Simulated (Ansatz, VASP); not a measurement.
## SiO2 in VASP and in Ansatz

Contents of INCAR:

```
  PREC = Accurate
  ENCUT = 520
  EDIFF = 1E-6
  ISMEAR = 0
  SIGMA = 0.02
  LREAL = Auto
  LASPH = T
  NELM = 80
  ALGO = Normal
  ISIF = 2
  LWAVE = F
  LCHARG = F
  IBRION = 2
  NSW = 50
  EDIFFG = -0.01
  KPAR = 4
```

File KPOINTS:

```
regular mesh
0
Gamma
  4 4 4
```

POSCAR

```
SiO2
1.0
   -4.5429978349      4.5429978349      4.5429978349
    4.5429978349     -4.5429978349      4.5429978349
    4.5429978349      4.5429978349     -4.5429978349
Si O
6 12
Direct
    0.5000000000      0.2500000000      0.7500000000
    0.5000000000      0.7500000000      0.2500000000
    0.2500000000      0.7500000000      0.5000000000
    0.7500000000      0.2500000000      0.5000000000
    0.2500000000      0.5000000000      0.7500000000
    0.7500000000      0.5000000000      0.2500000000
    0.3535860942      0.0000000000      0.6464139058
    0.6464139058      0.6464139058      0.2928278116
    0.3535860942      0.6464139058      0.0000000000
    0.3535860942      0.7071721884      0.3535860942
    0.6464139058      0.2928278116      0.6464139058
    0.0000000000      0.3535860942      0.6464139058
    0.7071721884      0.3535860942      0.3535860942
    0.6464139058      0.3535860942      0.0000000000
    0.0000000000      0.6464139058      0.3535860942
    0.2928278116      0.6464139058      0.6464139058
    0.3535860942      0.3535860942      0.7071721884
    0.6464139058      0.0000000000      0.3535860942
```

Input for Ansatz:

```yaml
crystal:
  lattice:
    - [-4.5429978349, 4.5429978349, 4.5429978349]
    - [4.5429978349, -4.5429978349, 4.5429978349]
    - [4.5429978349, 4.5429978349, -4.5429978349]
  atoms:
    - { symbol: Si, position: [0.5, 0.25, 0.75] }
    - { symbol: Si, position: [0.5, 0.75, 0.25] }
    - { symbol: Si, position: [0.25, 0.75, 0.5] }
    - { symbol: Si, position: [0.75, 0.25, 0.5] }
    - { symbol: Si, position: [0.25, 0.5, 0.75] }
    - { symbol: Si, position: [0.75, 0.5, 0.25] }
    - { symbol: O, position: [0.3535860942, 0.0, 0.6464139058] }
    - { symbol: O, position: [0.6464139058, 0.6464139058, 0.2928278116] }
    - { symbol: O, position: [0.3535860942, 0.6464139058, 0.0] }
    - { symbol: O, position: [0.3535860942, 0.7071721884, 0.3535860942] }
    - { symbol: O, position: [0.6464139058, 0.2928278116, 0.6464139058] }
    - { symbol: O, position: [0.0, 0.3535860942, 0.6464139058] }
    - { symbol: O, position: [0.7071721884, 0.3535860942, 0.3535860942] }
    - { symbol: O, position: [0.6464139058, 0.3535860942, 0.0] }
    - { symbol: O, position: [0.0, 0.6464139058, 0.3535860942] }
    - { symbol: O, position: [0.2928278116, 0.6464139058, 0.6464139058] }
    - { symbol: O, position: [0.3535860942, 0.3535860942, 0.7071721884] }
    - { symbol: O, position: [0.6464139058, 0.0, 0.3535860942] }
basis:
  ecutwfc: 420
kpoints:
  mp_grid: { grid: [4, 4, 4] }
hamiltonian:
  xc: lda
scf:
  occupations: { method: gaussian, width: 0.02 }
output:
  forces: true
  stress: true
  eigenvalues: true
  write_density: true
  write_potential: true
  elf: true
  volumetric_format: npy
relax:
  adjacent_minimum: "off"
  f_tol: 0.01
  max_steps: 30
```

Alike in both runs: task relaxation of the atoms; functional LDA; k mesh 4 × 4 × 4; occupations gaussian, width 0.02 eV; no spin polarisation.

|  | VASP | Ansatz |
| --- | --- | --- |
| version | VASP 6.6.1 | Ansatz 0.2.0 |
| potentials or method | VASP PAW LDA potentials, release 64 (Si, O), cutoff 520 eV | scalar-relativistic, plane waves, PAW |
| valence electrons in the cell | 96 | 96 |

Ansatz gave:

```
gap on the k mesh at the Fermi level, each at its own relaxed structure (eV) : 5.37
```

Which values does VASP return?

gap on the k mesh at the Fermi level, each at its own relaxed structure (eV): 5.38.

LDA's correlation is that of Perdew and Zunger in VASP and of Perdew and Wang (1992) in Ansatz. Ansatz's warnings: stress scf threshold loose.
